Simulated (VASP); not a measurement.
Si:

```
Si
1.0
    -3.31090    3.31090    3.31090
     3.31090   -3.31090    3.31090
     3.31090    3.31090   -3.31090
Si
8
Direct
  0.20600 0.20600 0.20600
  0.50000 0.00000 0.29400
  0.29400 0.50000 0.00000
  0.00000 0.29400 0.50000
  0.79400 0.79400 0.79400
  0.50000 0.00000 0.70600
  0.70600 0.50000 0.00000
  0.00000 0.70600 0.50000
```

Base run:

| Item | Value |
| --- | --- |
| Program | VASP 6.6.1 |
| Functional | PBE |
| Potentials or basis | VASP PAW PBE potentials, release 64 (Si) |
| Cutoff | 520 eV |
| k mesh | 8 × 8 × 8 |
| Occupations | methfessel-paxton, width 0.01 eV |
| Spin | no spin polarisation |

Its results: band gap on the k mesh zero (bands 16 and 17 overlap by 0.21 eV); pressure 0.9 GPa; largest force 0.197 eV/Å.

Problem. After a change of settings the same cell gave: band gap on the k mesh zero (bands 16 and 17 overlap by 0.21 eV); pressure -0.1 GPa; largest force 0.367 eV/Å. Which change was it?
A. k mesh from 8 × 8 × 8 to 12 × 12 × 12; occupations from methfessel-paxton, width 0.01 eV to gaussian, width 0.1 eV
B. occupations from methfessel-paxton, width 0.01 eV to methfessel-paxton, width 0.3 eV; further incar settings from ALGO = Normal; EDIFF = 1e-06; NBANDS = 26 to ALGO = Normal; EDIFF = 1e-07; NBANDS = 26
C. occupations from methfessel-paxton, width 0.01 eV to methfessel-paxton, width 0.5 eV
D. functional from PBE to r2SCAN; occupations from methfessel-paxton, width 0.01 eV to gaussian, width 0.1 eV

Solution. D.

Caveats: semilocal functionals underestimate gaps, and a narrow one can read as zero; the PAW data sets were made with another functional, which shifts forces and pressure a little (at least some runs).
